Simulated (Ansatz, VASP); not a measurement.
# AlSn in VASP and in Ansatz

The input POSCAR:

```
AlSn
1.0
    4.1699295613      0.0000000000      0.0000000000
   -2.0849647806      3.6112649320      0.0000000000
    0.0000000000      0.0000000000      3.2846527272
Sn Al
1 1
Direct
    0.3333333333      0.6666666667      0.5000000000
    0.0000000000      0.0000000000      0.0000000000
```

The input INCAR.step1:

```
PREC = Accurate
ENCUT = 520
ISMEAR = -1
SIGMA = 0.05
LREAL = F
LASPH = T
NELM = 60
NBANDS = 16
GGA = PE
ALGO = Normal
EDIFF = 1E-4
LWAVE = T
LCHARG = F
```

Contents of INCAR.step2:

```
PREC = Accurate
ENCUT = 520
EDIFF = 1E-6
ISMEAR = -1
SIGMA = 0.05
LREAL = F
LASPH = T
NELM = 60
ALGO = Normal
ISIF = 2
LWAVE = F
LCHARG = F
METAGGA = R2SCAN
LMIXTAU = T
NBANDS = 16
ISTART = 1
```

File KPOINTS:

```
Automatic mesh
0
Gamma
  7 7 8
```

File input.yaml:

```yaml
crystal:
  lattice:
    - [4.1699295613, 0.0, 0.0]
    - [-2.0849647806, 3.611264932, 0.0]
    - [0.0, 0.0, 3.2846527272]
  atoms:
    - { symbol: Sn, position: [0.3333333333, 0.6666666667, 0.5] }
    - { symbol: Al, position: [0.0, 0.0, 0.0] }
hamiltonian:
  xc: r2scan
  pseudopotentials: { kind: paw }
kpoints:
  mp_grid: { grid: [7, 7, 8] }
scf:
  occupations: { method: fermi_dirac, width: 0.05 }
output:
  forces: true
  stress: true
  eigenvalues: true
```

Alike in both runs: task single point; functional r2SCAN; k mesh 7 × 7 × 8; occupations fermi-dirac, width 0.05 eV; no spin polarisation.

```csv
,VASP,Ansatz
version,VASP 6.6.1,Ansatz 0.2.0
potentials or method,"VASP PAW PBE potentials, release 64 (Sn_d, Al)",Ansatz PAW
plane-wave cutoff (eV),520,500
valence electrons in the cell,17,17
```

Ansatz gave:

- gap on the k mesh at the Fermi level (eV): none
- pressure (GPa): 0.0
- traceless stress, the component that is largest in VASP (GPa): -0.44

Problem. What did VASP give for the same quantities?

Solution. gap on the k mesh at the Fermi level (eV): none; pressure (GPa): -0.1; traceless stress, the component that is largest in VASP (GPa): -0.45.

VASP's potentials were made for PBE, not for r2SCAN. A gap of «none» marks a metal or a gap that the smearing closes.
